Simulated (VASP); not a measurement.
# Al (Fm-3m) in VASP: notebook

The runs below take Al through single point, relaxation of cell and atoms, with PBE.

Everything below comes from runs of VASP 6.6.1. Logs are shortened: lines on timing, memory, paths and dates and some standing lists are left out, and cuts for length are marked.

## 1. The cell of the first run

It takes space group Fm-3m (No. 225, cubic). Conventional cell: a = 4.044 Å, b = 4.044 Å, c = 4.044 Å, α = 90.00°, β = 90.00°, γ = 90.00°. Al (site symmetry m-3m) has 12 Al at 2.86 Å within 3.8 Å.

## 2. Single point, PBE

File INCAR:

```
PREC = Accurate ; ENCUT = 520
EDIFF = 1E-6 ; ISMEAR = 0
SIGMA = 0.1 ; LREAL = F
LASPH = T ; NELM = 80
ALGO = Normal ; ISIF = 2
LWAVE = F ; LCHARG = F
GGA = PE ; NBANDS = 8
```

File KPOINTS:

```
Automatic mesh
0
Gamma
  12 12 12
```

File POSCAR:

```
Al
1.0
    0.0000000000      2.0221367250      2.0221367250
    2.0221367250      0.0000000000      2.0221367250
    2.0221367250      2.0221367250      0.0000000000
Al
1
Direct
    0.0000000000      0.0000000000      0.0000000000
```

Potentials or basis: VASP PAW PBE potentials, release 64 (Al).

Run with:

```bash
$ cat potpaw_PBE.64/Al/POTCAR > POTCAR
$ mpirun -np 1 vasp_std > vasp.out
```

OUTCAR:

```text
PREC = Accurate
   ENCUT = 520
   EDIFF = 1E-6
   ISMEAR = 0
   LREAL = F
   LASPH = T
   NELM = 80
   ISIF = 2
   GGA = PE

 ion  position               nearest neighbor table
   1  0.000  0.000  0.000-

  LATTYP: Found a face centered cubic cell.
 ALAT       =     4.0442734500

  Lattice vectors:

 A1 = (   0.0000000000,   2.0221367250,   2.0221367250)
 A2 = (   2.0221367250,   0.0000000000,   2.0221367250)
 A3 = (   2.0221367250,   2.0221367250,   0.0000000000)

Analysis of symmetry for initial positions (statically):
=====================================================================
 Subroutine PRICEL returns:
 Original cell was already a primitive cell.

 Routine SETGRP: Setting up the symmetry group for a
 face centered cubic supercell.

 Subroutine GETGRP returns: Found 48 space group operations
 (whereof 48 operations were pure point group operations)
 out of a pool of 48 trial point group operations.

The static configuration has the point symmetry O_h .

Analysis of symmetry for dynamics (positions and initial velocities):
=====================================================================
 Subroutine PRICEL returns:
 Original cell was already a primitive cell.

 Routine SETGRP: Setting up the symmetry group for a
 face centered cubic supercell.

 Subroutine GETGRP returns: Found 48 space group operations
 (whereof 48 operations were pure point group operations)
 out of a pool of 48 trial point group operations.

The dynamic configuration has the point symmetry O_h .

 Subroutine INISYM returns: Found 48 space group operations
 (whereof 48 operations are pure point group operations),
 and found     1 'primitive' translations

----------------------------------------------------------------------------------------

                                     Primitive cell

  volume of cell :      16.5372

  direct lattice vectors                    reciprocal lattice vectors
     0.000000000  2.022136725  2.022136725    -0.247263201  0.247263201  0.247263201
     2.022136725  0.000000000  2.022136725     0.247263201 -0.247263201  0.247263201
     2.022136725  2.022136725  0.000000000     0.247263201  0.247263201 -0.247263201

  length of vectors
     2.859733181  2.859733181  2.859733181     0.428272427  0.428272427  0.428272427

  position of ions in fractional coordinates (direct lattice)
[... 71 lines left out ...]
   ISPIN  =      1    spin polarized calculation?
   LNONCOLLINEAR =      F non collinear calculations
   LSORBIT =      F    spin-orbit coupling
   LASPH  =      T    aspherical Exc in radial PAW
   ENCUT  =  520.0 eV  38.22 Ry    6.18 a.u.   5.32  5.32  5.32*2*pi/ulx,y,z
   NELM   =     80;   NELMIN=  2; NELMDL= -5     # of ELM steps
   EDIFF  = 0.1E-05   stopping-criterion for ELM
   LREAL  =      F    real-space projection
   EDIFFG = 0.1E-04   stopping-criterion for IOM
   NSW    =      0    number of steps for IOM
   IBRION =     -1    ionic relax: 0-MD 1-quasi-New 2-CG
   NFREE  =      0    steps in history (QN), initial steepest desc. (CG)
   ISIF   =      2    stress and relaxation
   ISYM   =      2    0-nonsym 1-usesym 2-fastsym
   POTIM  = 0.5000    time-step for ionic-motion
   TEBEG  =    0.0;   TEEND  =   0.0 temperature during run
   PSTRESS=    0.0 pullay stress
   NELECT =       3.0000    total number of electrons
   NUPDOWN=      -1.0000    fix difference up-down
   EMIN   =  10.00;   EMAX   =-10.00  energy-range for DOS
   EFERMI =   0.00;   METHOD = LEGACY
   ISMEAR =     0;   SIGMA  =   0.10  broadening in eV -4-tet -1-fermi 0-gaus
   EFERMI_NEDOS =   21; number of points for ismear=-14 and -15
   IALGO  =     38    algorithm
   IMIX   =      4    mixing-type and parameters
     AMIX     =   0.40;   BMIX     =  1.00
     AMIX_MAG =   1.60;   BMIX_MAG =  1.00
  volume/ion in A,a.u.               =      16.54       111.60
  Fermi-wavevector in a.u.,A,eV,Ry     =   0.926747  1.751299 11.685511  0.858861
  Thomas-Fermi vector in A             =   2.052743
   LORBIT       =      0    0 simple, 1 ext, 2 COOP (PROOUT), +10 PAW based schemes
   GGA     = PE    functional components
   LHFCALC =     F    Hartree Fock is set to
   AEXX    =    0.0000 exact exchange contribution
   IVDW    =     0    specifies the selected vdW correction
   LEPSILON=     F    determine dielectric tensor
   LRPA    =     F    only Hartree local field effects (RPA)
 non-spin polarized calculation
 Gauss-broadening in eV      SIGMA  =   0.10
  energy-cutoff  :      520.00
  volume of cell :       16.54
 maximum number of plane-waves:       459
 NGX is ok and might be reduce to    24
   NGX = 11   NGY = 11   NGZ = 11

 number of electron       3.0000000 magnetization

 Free energy of the ion-electron system (eV)
  ---------------------------------------------------
  ext. energy  EPLUGINS =         0.00000000
  ---------------------------------------------------
  free energy    TOTEN  =        -3.75444278 eV

  energy without entropy =       -3.75285449  energy(sigma->0) =       -3.75364864

 E-fermi :   7.8466     XC(G=0): -10.1879

 val. band max:        7.7396732191   @ k =   0.5000   0.2500   0.0833
 cond. band min:       7.9211597594   @ k =  -0.4167   0.4167   0.0833
 fundamental gap:      0.1814865403
 Fermi energy:         7.8466035509

 k-point     1 :       0.0000    0.0000    0.0000
  band No.  band energies     occupation
      1      -3.1417      2.00000
      2      20.5840      0.00000
      3      20.5840      0.00000
      4      20.5840      0.00000
      5      22.0596      0.00000
      6      22.0596      0.00000
      7      22.0596      0.00000
      8      24.4269      0.00000
[... 243 lines left out ...]
 k-point    24 :      -0.4167    0.1667    0.0000
  band No.  band energies     occupation
      1       3.4246      2.00000
      2       4.8748      2.00000
      3      13.4554      0.00000
      4      16.7422      0.00000
      5      18.5935      0.00000
      6      23.2484      0.00000
      7      25.9505      0.00000
      8      28.9294      0.00000

 [... further k-points ...]
[... 5 lines left out ...]
  --------------------------------------------------------------------------------------
  -------------------------------------------------------------------------------------
  Total       -0.0044752     -0.0044752     -0.0044752     -0.0000000     -0.0000000     -0.0000000
  in kB       -0.4335703     -0.4335703     -0.4335703     -0.0000000     -0.0000000     -0.0000000
  external PRESSURE =      -0.4335703 kB  Pullay stress =       0.0000000 kB

 VOLUME and BASIS-vectors are now :
 -----------------------------------------------------------------------------
  energy-cutoff  :      520.00
  volume of cell :       16.54
      direct lattice vectors                 reciprocal lattice vectors
     0.000000000  2.022136725  2.022136725    -0.247263201  0.247263201  0.247263201
     2.022136725  0.000000000  2.022136725     0.247263201 -0.247263201  0.247263201
     2.022136725  2.022136725  0.000000000     0.247263201  0.247263201 -0.247263201

 POSITION                                       TOTAL-FORCE (eV/Angst)
 -----------------------------------------------------------------------------------
      0.00000      0.00000      0.00000         0.000000     -0.000000      0.000000
 -----------------------------------------------------------------------------------
    total drift:                               -0.000000      0.000000     -0.000000

  FREE ENERGIE OF THE ION-ELECTRON SYSTEM (eV)
  ---------------------------------------------------
  free  energy   TOTEN  =        -3.7544427785 eV

  energy  without entropy=       -3.7528544939  energy(sigma->0) =       -3.75364864
```

OSZICAR:

```text
N       E                     dE             d eps       ncg     rms          rms(c)
DAV:   1    -0.254743291027E+01   -0.25474E+01   -0.91720E+02  1152   0.215E+02
DAV:   2    -0.376962608950E+01   -0.12222E+01   -0.11279E+01  1568   0.175E+01
DAV:   3    -0.377647470429E+01   -0.68486E-02   -0.68483E-02  1528   0.144E+00
DAV:   4    -0.377649593161E+01   -0.21227E-04   -0.21227E-04  1736   0.647E-02
DAV:   5    -0.377649608050E+01   -0.14889E-06   -0.14874E-06  1520   0.295E-03    0.130E+00
DAV:   6    -0.376377298287E+01    0.12723E-01   -0.15944E-03  1552   0.191E-01    0.754E-01
DAV:   7    -0.375444901092E+01    0.93240E-02   -0.48154E-03  1456   0.312E-01    0.146E-01
DAV:   8    -0.375444460090E+01    0.44100E-05   -0.12715E-05  1648   0.255E-02    0.815E-03
DAV:   9    -0.375444312811E+01    0.14728E-05   -0.77720E-07  1608   0.387E-03    0.650E-04
DAV:  10    -0.375444277851E+01    0.34959E-06   -0.33256E-09   984   0.406E-04
   1 F= -.37544428E+01 E0= -.37536486E+01  d E =-.158828E-02
```

Run time: 11 s. Hardware: 1 thread of Intel Xeon 8259CL, shared host; peak memory 0.13 GiB.

Results:

- Free energy: -3.7544 eV
- Pressure: 0.0 GPa
- Band gap on the k mesh: zero (an odd number of electrons rules out a gap without spin polarisation)

## 3. Relaxation of cell and atoms, PBE

This run uses another cell than the first one, of 16.61 Å³/atom.

File INCAR:

```
SYSTEM = Al
PREC     = Accurate       ! precision mode
ENCUT    = 600            ! plane-wave cutoff, eV
EDIFF    = 1E-6           ! SCF threshold, eV
ISMEAR   = 0              ! smearing method
SIGMA    = 0.1            ! smearing width, eV
LREAL    = .FALSE.        ! projectors in reciprocal space
LASPH    = .TRUE.         ! aspherical terms in the spheres
NELM     = 60             ! most SCF steps
ALGO     = Normal         ! electronic algorithm
ISIF     = 3              ! what is computed and relaxed
LWAVE    = .FALSE.        ! write WAVECAR
LCHARG   = .FALSE.        ! write CHGCAR
GGA      = PE             ! functional
IBRION   = 2              ! ionic algorithm
NSW      = 60             ! ionic steps
EDIFFG   = -0.005         ! ionic threshold
```

File KPOINTS:

```
regular mesh
0
G
  12 12 12
  0 0 0
```

File POSCAR:

```
Al
1.0
    0.0000000000      2.0250000000      2.0250000000
    2.0250000000      0.0000000000      2.0250000000
    2.0250000000      2.0250000000      0.0000000000
Al
1
Direct
    0.0000000000      0.0000000000      0.0000000000
```

Potentials or basis: VASP PAW PBE potentials, release 64 (Al).

Run with:

```bash
$ cat potpaw_PBE.64/Al/POTCAR > POTCAR
$ mpirun -np 1 vasp_std > vasp.out
```

It took 11 s on 1 thread of Intel Xeon 8259CL, shared host; peak memory 0.14 GiB.

It converged, with:

| Quantity | Value |
| --- | --- |
| Free energy | -3.7545 eV |
| Relaxed volume | 16.53 Å³/atom |
| Relaxed cell | a = 2.859 Å, b = 2.859 Å, c = 2.859 Å, α = 60.00°, β = 60.00°, γ = 60.00° |
| Space group after relaxing (to 0.1 Å) | Fm-3m (No. 225) |
| Energy gained by relaxing | 0.1 meV/atom |
| Ionic steps | 3 |
| Pressure after relaxing | 0.0 GPa |
| Band gap on the k mesh | zero (an odd number of electrons rules out a gap without spin polarisation) |

Final structure:
```cif
data_structure
_symmetry_space_group_name_H-M 'P 1'
_symmetry_Int_Tables_number 1
_cell_length_a 2.8592
_cell_length_b 2.8592
_cell_length_c 2.8592
_cell_angle_alpha 60.000
_cell_angle_beta 60.000
_cell_angle_gamma 60.000
_cell_volume 16.53
loop_
_atom_site_label
_atom_site_type_symbol
_atom_site_fract_x
_atom_site_fract_y
_atom_site_fract_z
_atom_site_occupancy
Al1 Al 0.00000 0.00000 0.00000 1
```

Levels at points of the mesh, in eV from the Fermi level:
| k point | band 1 | band 2 | band 3 | band 4 |
| --- | --- | --- | --- | --- |
| (0.00, 0.00, 0.00) | -10.99 | 12.74 | 12.74 | 12.74 |
| (0.50, 0.00, 0.00) | -4.46 | -4.25 | 11.52 | 11.52 |
| (0.50, 0.50, 0.00) | -2.79 | -1.47 | 5.39 | 5.72 |
